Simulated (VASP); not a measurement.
# WS (I4/mmm) in VASP: single point with PBEsol-based screened hybrid with 25 % exact exchange

Aim: the single point of WS with PBEsol-based screened hybrid with 25 % exact exchange.

Everything below comes from runs of VASP 6.6.1. Logs are shortened: lines on timing, memory, paths and dates and some standing lists are left out, and cuts for length are marked.

**1. The cell of the first run**

The structure is tetragonal, space group I4/mmm (No. 139). The conventional cell has a = 4.313 Å, b = 4.313 Å, c = 4.949 Å, α = 90.00°, β = 90.00°, γ = 90.00°. Within 3.3 Å of W (site symmetry 4/mmm) lie 6 S at 2.47 to 3.05 Å. Within 3.3 Å of S (site symmetry 4/mmm) lie 6 W at 2.47 to 3.05 Å.

**2. Single point, PBEsol-based screened hybrid with 25 % exact exchange**

Contents of POSCAR:

```
WS
1.0
   -2.1564652700      2.1564652700      2.4747265300
    2.1564652700     -2.1564652700      2.4747265300
    2.1564652700      2.1564652700     -2.4747265300
W S
1 1
Direct
    0.5000000000      0.5000000000      0.0000000000
    0.0000000000      0.0000000000      0.0000000000
```

Contents of INCAR.step1:

```
SYSTEM = WS
PREC     = Accurate       ! precision mode
ENCUT    = 520            ! plane-wave cutoff, eV
EDIFF    = 1E-5           ! SCF threshold, eV
ISMEAR   = -1             ! smearing method
SIGMA    = 0.05           ! smearing width, eV
LREAL    = .FALSE.        ! projectors in reciprocal space
LASPH    = .TRUE.         ! aspherical terms in the spheres
NELM     = 60             ! most SCF steps
ALGO     = Normal         ! electronic algorithm
ISIF     = 2              ! what is computed and relaxed
LWAVE    = .TRUE.         ! write WAVECAR
LCHARG   = .FALSE.        ! write CHGCAR
NBANDS   = 17             ! bands
GGA      = PE             ! functional
```

Contents of INCAR.step2:

```
SYSTEM = WS
PREC     = Accurate       ! precision mode
ENCUT    = 520            ! plane-wave cutoff, eV
EDIFF    = 1E-6           ! SCF threshold, eV
ISMEAR   = -1             ! smearing method
SIGMA    = 0.05           ! smearing width, eV
LREAL    = .FALSE.        ! projectors in reciprocal space
LASPH    = .TRUE.         ! aspherical terms in the spheres
NELM     = 60             ! most SCF steps
ALGO     = Normal         ! electronic algorithm
ISIF     = 2              ! what is computed and relaxed
LWAVE    = .FALSE.        ! write WAVECAR
LCHARG   = .FALSE.        ! write CHGCAR
GGA      = PS             ! functional
LHFCALC  = .TRUE.         ! exact exchange
AEXX     = 0.25           ! exact-exchange fraction
HFSCREEN = 0.207          ! screening, 1/A
PRECFOCK = Normal       
NBANDS   = 17             ! bands
ISTART   = 1
```

Contents of KPOINTS:

```
Automatic mesh
0
G
  5 5 5
  0 0 0
```

Potentials or basis: VASP PAW PBE potentials, release 64 (W_sv, S).

Run with:

```
cat potpaw_PBE.64/W_sv/POTCAR potpaw_PBE.64/S/POTCAR > POTCAR
cp INCAR.step1 INCAR
mpirun -np 1 vasp_std > vasp.out
cp INCAR.step2 INCAR
mpirun -np 1 vasp_std > vasp.out
```

OUTCAR:

```text
SYSTEM = WS
   PREC = Accurate
   ENCUT = 520
   EDIFF = 1E-6
   ISMEAR = -1
   LREAL = .FALSE.
   LASPH = .TRUE.
   NELM = 60
   ISIF = 2
   GGA = PS
   LHFCALC = .TRUE.
   AEXX = 0.25
   HFSCREEN = 0.207
   PRECFOCK = Normal
   ISTART = 1

 ion  position               nearest neighbor table
   1  0.500  0.500  0.000-   2 2.47   2 2.47   2 3.05   2 3.05   2 3.05   2 3.05
   2  0.000  0.000  0.000-   1 2.47   1 2.47   1 3.05   1 3.05   1 3.05   1 3.05

  LATTYP: Found a body centered tetragonal cell.
 ALAT       =     4.3129305400
 C/A-ratio  =     1.1475846908

  Lattice vectors:

 A1 = (  -2.1564652700,   2.1564652700,   2.4747265300)
 A2 = (   2.1564652700,  -2.1564652700,   2.4747265300)
 A3 = (   2.1564652700,   2.1564652700,  -2.4747265300)

Analysis of symmetry for initial positions (statically):
=====================================================================
 Subroutine PRICEL returns:
 Original cell was already a primitive cell.

 Routine SETGRP: Setting up the symmetry group for a
 body centered tetragonal supercell.

 Subroutine GETGRP returns: Found 16 space group operations
 (whereof 16 operations were pure point group operations)
 out of a pool of 16 trial point group operations.

The static configuration has the point symmetry D_4h.

Analysis of symmetry for dynamics (positions and initial velocities):
=====================================================================
 Subroutine PRICEL returns:
 Original cell was already a primitive cell.

 Routine SETGRP: Setting up the symmetry group for a
 body centered tetragonal supercell.

 Subroutine GETGRP returns: Found 16 space group operations
 (whereof 16 operations were pure point group operations)
 out of a pool of 16 trial point group operations.

The dynamic configuration has the point symmetry D_4h.

 Subroutine INISYM returns: Found 16 space group operations
 (whereof 16 operations are pure point group operations),
 and found     1 'primitive' translations

----------------------------------------------------------------------------------------

                                     Primitive cell

  volume of cell :      46.0333

  direct lattice vectors                    reciprocal lattice vectors
    -2.156465270  2.156465270  2.474726530     0.000000000  0.231860910  0.202042526
     2.156465270 -2.156465270  2.474726530     0.231860910  0.000000000  0.202042526
     2.156465270  2.156465270 -2.474726530     0.231860910  0.231860910  0.000000000

  length of vectors
     3.927461816  3.927461816  3.927461816     0.307539695  0.307539695  0.327900844

[... 82 lines left out ...]
   TEBEG  =    0.0;   TEEND  =   0.0 temperature during run
   PSTRESS=    0.0 pullay stress
   NELECT =      20.0000    total number of electrons
   NUPDOWN=      -1.0000    fix difference up-down
   EMIN   =  10.00;   EMAX   =-10.00  energy-range for DOS
   EFERMI =   0.00;   METHOD = LEGACY
   ISMEAR =    -1;   SIGMA  =   0.05  broadening in eV -4-tet -1-fermi 0-gaus
   EFERMI_NEDOS =   21; number of points for ismear=-14 and -15
   IALGO  =     38    algorithm
   IMIX   =      1    mixing-type and parameters
     AMIX     =   0.40;   BMIX     =  1.00
     AMIX_MAG =   1.60;   BMIX_MAG =  1.00
  volume/ion in A,a.u.               =      23.02       155.32
  Fermi-wavevector in a.u.,A,eV,Ry     =   1.239921  2.343111 20.917662  1.537405
  Thomas-Fermi vector in A             =   2.374384
   LORBIT       =      0    0 simple, 1 ext, 2 COOP (PROOUT), +10 PAW based schemes
   GGA     = PS    functional components
   LHFCALC =     T    Hartree Fock is set to
   PRECFOCK=normal    Normal, Fast or Accurate (Low or Medium for compatibility)
   ENCUT4O =  -1.0   cutoff for four orbital integrals eV
   NKREDX  =     1    reduce k-point grid by
   NKREDY  =     1    reduce k-point grid by
   NKREDZ  =     1    reduce k-point grid by
   AEXX    =    0.2500 exact exchange contribution
   HFSCREEN=    0.2070 screening length (either q_TF or 0.3 A-1)
   HFSCREENC=   0.2070 screening length for correlation (either q_TF or 0.3 A-1)
   ENCUTFOCK=  -1.0 apply spherical cutoff to Coloumb kernel
   IVDW    =     0    specifies the selected vdW correction
   LEPSILON=     F    determine dielectric tensor
   LRPA    =     F    only Hartree local field effects (RPA)
 non-spin polarized calculation
  energy-cutoff  :      520.00
  volume of cell :       46.03
 maximum number of plane-waves:      1253
 NGX is ok and might be reduce to    30
  NGX = 24; NGY = 24; NGZ = 24

 number of electron      19.9999998 magnetization

 Free energy of the ion-electron system (eV)
  ---------------------------------------------------
  ext. energy  EPLUGINS =         0.00000000
  ---------------------------------------------------
  free energy    TOTEN  =       -16.68924978 eV

  energy without entropy =      -16.67271575  energy(sigma->0) =      -16.68098276

 E-fermi :   5.9947     XC(G=0):  -8.6753

 val. band max:        5.9784216458   @ k =  -0.2000   0.4000   0.2000
 cond. band min:       6.0287937138   @ k =   0.2000   0.0000  -0.0000
 fundamental gap:      0.0503720681
 Fermi energy:         5.9946930636

 k-point     1 :       0.0000    0.0000    0.0000
  band No.  band energies     occupation
      1     -72.9884      2.00000
      2     -36.1002      2.00000
      3     -35.4694      2.00000
      4     -35.4694      2.00000
      5     -10.7032      2.00000
      6       1.7924      2.00000
[... 337 lines left out ...]
      4     -35.5027      2.00000
      5      -9.6938      2.00000
      6      -1.0619      2.00000
[... 9 lines left out ...]
     16      14.5520      0.00000
     17      15.2293      0.00000

------------------------ aborting loop because EDIFF is reached ----------------------------------------

  FORCE on cell =-STRESS in cart. coord.  units (eV):
  Direction    XX          YY          ZZ          XY          YZ          ZX
  --------------------------------------------------------------------------------------
  -------------------------------------------------------------------------------------
  Total       -6.5128053     -6.5128053    -10.5437609      0.0000000     -0.0000000      0.0000000
  in kB     -226.6765210   -226.6765210   -366.9728966      0.0000000     -0.0000000      0.0000000
  external PRESSURE =    -273.4419795 kB  Pullay stress =       0.0000000 kB

 VOLUME and BASIS-vectors are now :
 -----------------------------------------------------------------------------
  energy-cutoff  :      520.00
  volume of cell :       46.03
      direct lattice vectors                 reciprocal lattice vectors
    -2.156465270  2.156465270  2.474726530     0.000000000  0.231860910  0.202042526
     2.156465270 -2.156465270  2.474726530     0.231860910  0.000000000  0.202042526
     2.156465270  2.156465270 -2.474726530     0.231860910  0.231860910  0.000000000

 POSITION                                       TOTAL-FORCE (eV/Angst)
 -----------------------------------------------------------------------------------
      0.00000      0.00000      2.47473        -0.000000      0.000000     -0.000000
      0.00000      0.00000      0.00000         0.000000     -0.000000      0.000000
 -----------------------------------------------------------------------------------
    total drift:                               -0.000001     -0.000000     -0.000000

  FREE ENERGIE OF THE ION-ELECTRON SYSTEM (eV)
  ---------------------------------------------------
  free  energy   TOTEN  =       -16.6892497835 eV

  energy  without entropy=      -16.6727157454  energy(sigma->0) =      -16.68098276
```

OUTCAR.step1:

```text
SYSTEM = WS
   PREC = Accurate
   ENCUT = 520
   EDIFF = 1E-5
   ISMEAR = -1
   LREAL = .FALSE.
[... 574 lines left out ...]
      0.00000      0.00000      2.47473         0.000000      0.000000      0.000000
      0.00000      0.00000      0.00000        -0.000000     -0.000000     -0.000000
 -----------------------------------------------------------------------------------
    total drift:                                0.000000     -0.000000      0.000000

  FREE ENERGIE OF THE ION-ELECTRON SYSTEM (eV)
  ---------------------------------------------------
  free  energy   TOTEN  =       -13.5177432820 eV

  energy  without entropy=      -13.4560098919  energy(sigma->0) =      -13.48687659
```

Run time: 49 min. Hardware: 1 thread of Intel Xeon Platinum 8259CL at 2.50GHz (Skylake/Cascade Lake), shared host; peak memory 0.29 GiB.

What came out:

* Free energy: -16.6892 eV
* Pressure: -27.3 GPa
* Band gap on the k mesh: zero (bands 10 and 11 overlap by 2.58 eV)

Stress tensor (GPa, compression positive):
```
-22.67   0.00   0.00
  0.00 -22.67   0.00
  0.00   0.00 -36.70
```

Levels at points of the mesh, in eV from the Fermi level:
```
           k point  band 7  band 8  band 9  band 10  band 11  band 12  band 13  band 14
(0.00, 0.00, 0.00)   -3.39   -3.39   -2.23    -2.02    -2.02    -1.08    -0.79     1.29
```

Caveat: the k points lie up to 0.39 Å⁻¹ apart, too coarse for converged energies and pressures of a metal; the PAW data sets were made with another functional, which shifts forces and pressure a little; spin-orbit coupling is left out, which moves the levels of the heavy elements.

The gap in the log of VASP goes by the Fermi energy; the results here count the filled bands.